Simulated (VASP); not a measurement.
Wanted: the native input for a VASP 6.6.1 run.

```
Task                   : single point
Functional             : r2SCAN
Potentials or basis    : VASP PAW PBE potentials, release 64 (Hf_pv, N)
Cutoff                 : 520 eV
k mesh                 : 16 × 16 × 16
Occupations            : gaussian, width 0.1 eV
Spin                   : no spin polarisation
Dipole correction      : no
Further INCAR settings : ALGO = Normal; EDIFF = 1e-06; NBANDS = 14
```

Crystal: HfN.

```
CELL_PARAMETERS angstrom
0.00000 2.26274 2.26274
2.26274 0.00000 2.26274
2.26274 2.26274 0.00000
ATOMIC_POSITIONS crystal
Hf 0.00000 0.00000 0.00000
N 0.50000 0.50000 0.50000
```

These files were run (other wordings do the same):

POSCAR

```
HfN
1.0
    0.0000000000      2.2627375555      2.2627375555
    2.2627375555      0.0000000000      2.2627375555
    2.2627375555      2.2627375555      0.0000000000
Hf N
1 1
Direct
    0.0000000000      0.0000000000      0.0000000000
    0.5000000000      0.5000000000      0.5000000000
```

INCAR.step1

```
SYSTEM = HfN
  PREC = Accurate
  ENCUT = 520
  ISMEAR = 0
  SIGMA = 0.1
  LREAL = .False.
  LASPH = .True.
  NELM = 80
  NBANDS = 14
  GGA = PE
  ALGO = Normal
  EDIFF = 1E-4
  LWAVE = .True.
  LCHARG = .False.
```

INCAR.step2

```
SYSTEM = HfN
  PREC = Accurate
  ENCUT = 520
  EDIFF = 1E-6
  ISMEAR = 0
  SIGMA = 0.1
  LREAL = .False.
  LASPH = .True.
  NELM = 80
  ALGO = Normal
  ISIF = 2
  LWAVE = .False.
  LCHARG = .False.
  METAGGA = R2SCAN
  LMIXTAU = .True.
  NBANDS = 14
  ISTART = 1
```

KPOINTS

```
regular mesh
0
Gamma
  16 16 16
  0 0 0
```

Potentials or basis: VASP PAW PBE potentials, release 64 (Hf_pv, N).

Run with:

```bash
$ cat potpaw_PBE.64/Hf_pv/POTCAR potpaw_PBE.64/N/POTCAR > POTCAR
$ cp INCAR.step1 INCAR
$ mpirun -np 1 vasp_std > vasp.out
$ cp INCAR.step2 INCAR
$ mpirun -np 1 vasp_std > vasp.out
```

Results of the run:

```json
{
 "Pressure": "-2.7 GPa"
}
```

Caveat: the PAW data sets were made with another functional, which shifts forces and pressure a little.

Run time: 63 s on 1 thread of Intel(R) Xeon(R) 6975P-C (Granite Rapids) (shared host), peak memory 0.18 GiB.
